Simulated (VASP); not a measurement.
Input of a VASP 6.6.1 run:

The input INCAR:

```
SYSTEM = PbSe
ALGO = Normal
EDIFF = 1E-6
ENCUT = 500
GGA = PE
GGA_COMPAT = .False.
ISIF = 2
ISMEAR = 0
IVDW = 12
LASPH = .True.
LCHARG = .False.
LREAL = .False.
LWAVE = .False.
NBANDS = 17
NELM = 120
PREC = Accurate
SIGMA = 0.1
```

KPOINTS

```
k-points
0
Gamma
  6 6 6
  0 0 0
```

File POSCAR:

```
PbSe
1.0
    3.7843220000      0.0000000000      0.0000000000
    0.0000000000      3.7843220000      0.0000000000
    0.0000000000      0.0000000000      3.7843220000
Pb Se
1 1
Direct
    0.0000000000      0.0000000000      0.0000000000
    0.5000000000      0.5000000000      0.5000000000
```

Potentials or basis: VASP PAW PBE potentials, release 64 (Pb_d, Se).

The run is started by

```bash
$ cat potpaw_PBE.64/Pb_d/POTCAR potpaw_PBE.64/Se/POTCAR > POTCAR
$ mpirun -np 1 vasp_std > vasp.out
```

(1) Estimate the pressure.

(2) What does it give for the band gap on the k mesh?

Results:

(1) -2.3 GPa.

(2) zero (band 10 reaches 5.46 eV, above the bottom of band 11 at 4.75 eV).

Caveat: spin-orbit coupling is left out, which moves the levels of the heavy elements; pairwise dispersion overbinds metals, which lowers pressure and volume.
